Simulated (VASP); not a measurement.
Crystal: BaTe.

```
CELL_PARAMETERS angstrom
0.00000 3.41000 3.41000
3.41000 0.00000 3.41000
3.41000 3.41000 0.00000
ATOMIC_POSITIONS crystal
Ba 0.50000 0.50000 0.50000
Te 0.00000 0.00000 0.00000
```

Base run:

| Property | Result |
| --- | --- |
| Program | VASP 6.6.1 |
| Functional | PBE |
| Potentials or basis | VASP PAW PBE potentials, release 64 (Ba_sv, Te) |
| Cutoff | 520 eV |
| k mesh | 6 × 6 × 6 |
| Occupations | gaussian, width 0.05 eV |
| Spin | no spin polarisation |

Its results: band gap on the k mesh 1.33 eV (least direct gap 1.71 eV); pressure 4.3 GPa.

The run is repeated on the same cell with these changes: further incar settings from ALGO = Normal; EDIFF = 1e-06; NBANDS = 15 to ALGO = Normal; EDIFF = 1e-07; NBANDS = 15; dispersion from none to D3(BJ). What comes out?

Band gap on the k mesh 1.33 eV (least direct gap 1.71 eV); pressure 2.8 GPa.

Caveats: spin-orbit coupling is left out, which moves the levels of the heavy elements; the cell stands under pressure (at least some runs).

A k mesh can miss the band edges.
